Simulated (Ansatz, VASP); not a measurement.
**One calculation of Ca, two programs**

File POSCAR:

```
Ca
1.0
    0.0000000000      2.7835023068      2.7835023068
    2.7835023068      0.0000000000      2.7835023068
    2.7835023068      2.7835023068      0.0000000000
Ca
1
Direct
    0.0000000000      0.0000000000      0.0000000000
```

The input INCAR.step1:

```
SYSTEM = Ca
  PREC = Accurate
  ENCUT = 520
  ISMEAR = -1
  SIGMA = 0.1
  LREAL = .False.
  LASPH = .True.
  NELM = 100
  NBANDS = 11
  GGA = PE
  ALGO = Normal
  EDIFF = 1E-4
  LWAVE = .True.
  LCHARG = .False.
```

The input INCAR.step2:

```
SYSTEM = Ca
  PREC = Accurate
  ENCUT = 520
  EDIFF = 1E-7
  ISMEAR = -1
  SIGMA = 0.1
  LREAL = .False.
  LASPH = .True.
  NELM = 100
  ALGO = Normal
  ISIF = 2
  LWAVE = .False.
  LCHARG = .True.
  METAGGA = R2SCAN
  LMIXTAU = .True.
  LELF = .True.
  LVHAR = .True.
  NBANDS = 11
  ISTART = 1
```

Contents of KPOINTS:

```
Automatic mesh
0
Gamma
  6 6 6
  0 0 0
```

Input for Ansatz:

```yaml
crystal:
  lattice:
    - [0.0, 2.7835023068, 2.7835023068]
    - [2.7835023068, 0.0, 2.7835023068]
    - [2.7835023068, 2.7835023068, 0.0]
  atoms:
    - { symbol: Ca, position: [0.0, 0.0, 0.0] }
hamiltonian:
  xc: r2scan
  pseudopotentials:
    kind: paw
    azcp:
      Ca: "pseudopotentials/Ca.paw.azcp"
basis:
  ecutwfc: 500
  fft_grid_basis: typed
kpoints:
  mp_grid: { grid: [6, 6, 6], shift: [0, 0, 0] }
magnetization:
  spin_polarized: false
scf:
  occupations: { method: fermi_dirac, width: 0.1 }
  lower_state_search: "off"
output:
  stress: true
```

Alike in both runs: task single point; functional r2SCAN; k mesh 6 × 6 × 6; occupations fermi-dirac, width 0.1 eV; no spin polarisation.

```csv
,VASP,Ansatz
version,VASP 6.6.1,Ansatz 0.2.0
potentials or method,"VASP PAW PBE potentials, release 64 (Ca_sv), cutoff 520 eV","plane waves (500 eV) with PAW, scalar-relativistic"
valence electrons in the cell,10,10
```

|  | VASP | Ansatz | Ansatz less VASP |
| --- | --- | --- | --- |
| pressure (GPa) | 0.0 | 0.0 | -0.05 |

VASP's potentials were made for PBE, not for r2SCAN. The functional is the same, so the differences come from potentials, cutoffs and numerics.
